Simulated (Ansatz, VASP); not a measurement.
Sc: VASP beside Ansatz

```
CELL_PARAMETERS angstrom
0.00000 2.25142 2.25142
2.25142 0.00000 2.25142
2.25142 2.25142 0.00000
ATOMIC_POSITIONS crystal
Sc 0.00000 0.00000 0.00000
```

Change from the starting cell: volume scaled by 0.975, PAW files.

Alike in both runs: task electric field gradients; functional PBE; k mesh 15 × 15 × 15; occupations fermi-dirac, width 0.03 eV; no spin polarisation.

```csv
,VASP,Ansatz
version,VASP 6.6.1,Ansatz 0.2.0
potentials or method,"VASP PAW PBE potentials, release 64 (Sc_sv)","PAW with Ansatz's default frozen-core files, scalar-relativistic"
plane-wave cutoff (eV),520,420
valence electrons in the cell,11,11
```

|  | VASP | Ansatz | Ansatz less VASP |
| --- | --- | --- | --- |
| pressure (GPa) | 4.5 | 4.4 | -0.04 |

With one functional, cell and mesh, what is left measures potentials, basis and numerics.
